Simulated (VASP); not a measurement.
Set up this calculation in VASP 6.6.1, as the native input.

* Task: single point
* Functional: PBE
* Dispersion: D3(BJ)
* Potentials or basis: VASP PAW PBE potentials, release 64 (O, H, C)
* Cutoff: 520 eV
* k mesh: 1 × 1 × 1
* Occupations: fermi-dirac, width 0.05 eV
* Spin: no spin polarisation
* Dipole correction: no
* Further INCAR settings: ALGO = Normal; EDIFF = 1e-06; NBANDS = 60

The structure of H20CO9 lies in POSCAR:

```
H20CO9
1.0
    6.7459970000      0.0000000000      0.0000000000
    0.0000000000      6.7459970000      0.0000000000
    0.0000000000      0.0000000000      6.7459970000
O H C
9 20 1
Direct
    0.2923066820      0.9610291852      0.6500151127
    0.8949751979      0.9524611410      0.4931665401
    0.9551590373      0.5712128244      0.7138752063
    0.2643790088      0.5756154353      0.4376966073
    0.1503410096      0.0869256242      0.1926772277
    0.7248594982      0.2847614667      0.7979695218
    0.1921435779      0.4566411755      1.0169586497
    0.5050254247      0.2234510333      0.4606880199
    0.5312335597      1.0723099936      0.0963237902
    0.3291285187      0.8560632328      0.5586720540
    0.1524904325      0.9668696858      0.6593539843
    0.7920104323      0.9707682941      0.3928107291
    0.8422624558      1.0438190233      0.5951529477
    0.8713018995      0.6830865771      0.6776166666
    0.8587166582      0.4666174622      0.7583312000
    0.1743256038      0.5734067181      0.5581828750
    0.3687668405      0.4726506697      0.4623630873
    0.0900534050      0.0726801391      0.3222800129
    0.1310258513      0.2285503536      0.1474948773
    0.6497482878      0.2660688998      0.9252450009
    0.6328197300      0.2841388752      0.6803442101
    0.2159502887      0.5346874598      1.1351176112
    0.1057219563      0.5157873625      0.9134009398
    0.5581087569      0.1685740447      0.3344501932
    0.4329975243      0.1147347086      0.5225024559
    0.6974654747      0.8126300679      0.1427957943
    0.3891492985      1.0904837343      0.0901126994
    0.4342427072      0.7964575140      0.1634006063
    0.5377114754      0.8245334233     -0.0790098187
    0.5494073004      0.8575604169      0.0784465217
```

These files were run (other wordings do the same):

INCAR

```
ALGO = Normal ; EDIFF = 1E-6
ENCUT = 520 ; GGA = PE
GGA_COMPAT = False ; ISIF = 2
ISMEAR = -1 ; IVDW = 12
LASPH = True ; LCHARG = False
LREAL = False ; LWAVE = False
NBANDS = 60 ; NELM = 120
PREC = Accurate ; SIGMA = 0.05
```

KPOINTS

```
k-points
0
Gamma
  1 1 1
```

Potentials or basis: VASP PAW PBE potentials, release 64 (O, H, C).

Run with:

```sh
$ cat potpaw_PBE.64/O/POTCAR potpaw_PBE.64/H/POTCAR potpaw_PBE.64/C/POTCAR > POTCAR
$ mpirun -np 1 vasp_gam > vasp.out
```

It gave:

```yaml
Pressure: 0.4 GPa
Largest_force: 2.439 eV/Å
Band_gap_on_the_k_mesh: 4.45 eV
Dispersion_energy_per_atom: -0.034 eV
```

Caveat: the k points lie up to 0.93 Å⁻¹ apart.

Run time: 42 s on 1 thread of Intel(R) Xeon(R) Platinum 8488C (Sapphire Rapids) (shared host), peak memory 0.32 GiB.
